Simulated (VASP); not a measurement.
# Cd5Se: relaxation of cell and atoms with PBE

Cd5Se:

```
Cd Se
1.0
     3.25221    1.87766    4.72684
    -3.25221    1.87766    4.72684
     0.00000   -3.75532    4.72684
Cd Se
5 1
Direct
  0.00000 0.00000 0.50000
  0.50000 0.00000 0.00000
  0.00000 0.50000 0.00000
  0.40564 0.40564 0.40564
  0.59436 0.59436 0.59436
  0.00000 0.00000 0.00000
```

The cell was generated, and may not be a known phase.

```yaml
Program: VASP 6.6.1
Task: relaxation of cell and atoms
Functional: PBE
Potentials_or_basis: VASP PAW PBE potentials, release 64 (Cd, Se)
Cutoff: 600 eV
k_mesh: 3 × 3 × 3
Occupations: gaussian, width 0.1 eV
Spin: no spin polarisation
Dipole_correction: no
Further_INCAR_settings: ALGO = Normal; EDIFF = 1e-06; IBRION = 2; EDIFFG = -0.04; NSW = 90; ISIF = 3
```

```json
{
 "Relaxed volume": "25.31 Å³/atom",
 "Relaxed cell": "a = 5.571 Å, b = 5.571 Å, c = 5.571 Å, α = 71.95°, β = 71.95°, γ = 71.95°",
 "Space group after relaxing (to 0.1 Å)": "R-3m (No. 166)",
 "Energy gained by relaxing": "125.2 meV/atom",
 "Ionic steps": "23",
 "Pressure after relaxing": "0.0 GPa",
 "Largest force after relaxing": "0.007 eV/Å",
 "Band gap on the k mesh": "zero (bands 33 and 34 overlap by 1.14 eV)"
}
```

Forces on the atoms (eV/Å):
```
Cd   0.000  0.000  0.000
Cd   0.000  0.000  0.000
Cd   0.000  0.000  0.000
Cd   0.000  0.000  0.007
Cd   0.000  0.000 -0.007
Se   0.000  0.000  0.000
```

The path:
```csv
step,energy change (eV),largest force (eV/Å),pressure (GPa),volume (Å³)
1,0.0000,1.0862,-2.27,173.19
2,-0.2255,0.8517,-1.51,163.14
3,-0.3766,0.5772,1.18,147.58
4,-0.4369,0.3426,0.39,149.73
5,-0.4731,0.1921,-0.42,152.43
6,-0.4771,0.1031,-1.68,157.92
7,-0.5122,0.0884,-1.36,156.26
8,-0.5713,0.1352,-0.13,151.32
9,-0.5905,0.1631,-0.11,150.92
10,-0.6483,0.2284,0.30,149.66
11,-0.6901,0.3555,1.71,146.70
12,-0.6956,0.3425,1.07,147.69
13,-0.6962,0.3474,1.29,147.34
14,-0.7076,0.3198,1.11,148.25
15,-0.7260,0.2521,0.63,150.94
16,-0.7280,0.2238,0.43,152.08
17,-0.7344,0.2009,0.20,152.66
18,-0.7414,0.1459,-0.42,154.16
19,-0.7452,0.1228,-0.28,153.36
20,-0.7491,0.0650,0.03,151.52
21,-0.7491,0.0628,0.05,151.44
22,-0.7499,0.0502,0.05,151.55
23,-0.7513,0.0074,0.03,151.89
```

Final structure:
```yaml
crystal:
  lattice:
    - [3.27267, 1.88948, 4.09384]
    - [-3.27267, 1.88948, 4.09384]
    - [0.00000, -3.77896, 4.09384]
  atoms:
    - { symbol: Cd, position: [0.00000, 0.00000, 0.50000] }
    - { symbol: Cd, position: [0.50000, 0.00000, 0.00000] }
    - { symbol: Cd, position: [0.00000, 0.50000, 0.00000] }
    - { symbol: Cd, position: [0.37705, 0.37705, 0.37705] }
    - { symbol: Cd, position: [0.62295, 0.62295, 0.62295] }
    - { symbol: Se, position: [0.00000, 0.00000, 0.00000] }
```

Levels at points of the mesh, in eV from the Fermi level:
```csv
k point,band 31,band 32,band 33,band 34,band 35,band 36
"(0.00, 0.00, 0.00)",-1.21,-1.14,-1.14,-0.07,1.28,1.28
```

It took 7.2 min on 1 thread of Intel(R) Xeon(R) 6975P-C (Granite Rapids), on a shared host, peak memory 0.35 GiB.

Caveat: the k points lie up to 0.41 Å⁻¹ apart in the final cell, too coarse for converged energies and pressures of a metal.
